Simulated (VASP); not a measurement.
Mg2ZrH6:

```
Mg Zr H
1.0
     0.00000    4.30701    4.30701
     4.30701    0.00000    4.30701
     4.30701    4.30701    0.00000
Mg Zr H
2 1 6
Direct
  0.75000 0.75000 0.75000
  0.25000 0.25000 0.25000
  0.00000 0.00000 0.00000
  0.50000 0.00000 0.00000
  0.00000 0.50000 0.50000
  0.00000 0.50000 0.00000
  0.50000 0.00000 0.50000
  0.00000 0.00000 0.50000
  0.50000 0.50000 0.00000
```

This cell differs from its parent crystal: atoms taken out.

| Property | Result |
| --- | --- |
| Program | VASP 6.6.1 |
| Task | relaxation of cell and atoms |
| Functional | PBE |
| Potentials or basis | VASP PAW PBE potentials, release 64 (Mg, Zr_sv, H) |
| Cutoff | 600 eV |
| k mesh | 4 × 4 × 4 |
| Occupations | gaussian, width 0.1 eV |
| Spin | no spin polarisation |

At the start: pressure -11.5 GPa; volume 17.75 Å³/atom.

Question: How do energy, volume and symmetry change on relaxing?

Answer: Over 6 steps the energy falls by 362.1 meV/atom and the volume is 10.83 Å³/atom (-39.0 %); space group Fm-3m (No. 225, to 0.1 Å) before and after.

Step by step:
| step | energy change (eV) | largest force (eV/Å) | pressure (GPa) | volume (Å³) |
| --- | --- | --- | --- | --- |
| 1 | 0.0000 | 0.0000 | -11.48 | 159.79 |
| 2 | -1.8931 | 0.0000 | -10.02 | 132.14 |
| 3 | -3.0895 | 0.0000 | -4.84 | 107.95 |
| 4 | -0.6588 | 0.0000 | 38.05 | 68.79 |
| 5 | -3.2429 | 0.0000 | -1.67 | 100.60 |
| 6 | -3.2591 | 0.0000 | 0.07 | 97.44 |

Final structure:
```
Mg Zr H
1.0
     0.00000    3.65237    3.65237
     3.65237    0.00000    3.65237
     3.65237    3.65237    0.00000
Mg Zr H
2 1 6
Direct
  0.75000 0.75000 0.75000
  0.25000 0.25000 0.25000
  0.00000 0.00000 0.00000
  0.50000 0.00000 0.00000
  0.00000 0.50000 0.50000
  0.00000 0.50000 0.00000
  0.50000 0.00000 0.50000
  0.00000 0.00000 0.50000
  0.50000 0.50000 0.00000
```

Caveat: the cell differs from its parent crystal (atoms taken out); the volume moved by over 15 % at a fixed basis, so the end points are rough.
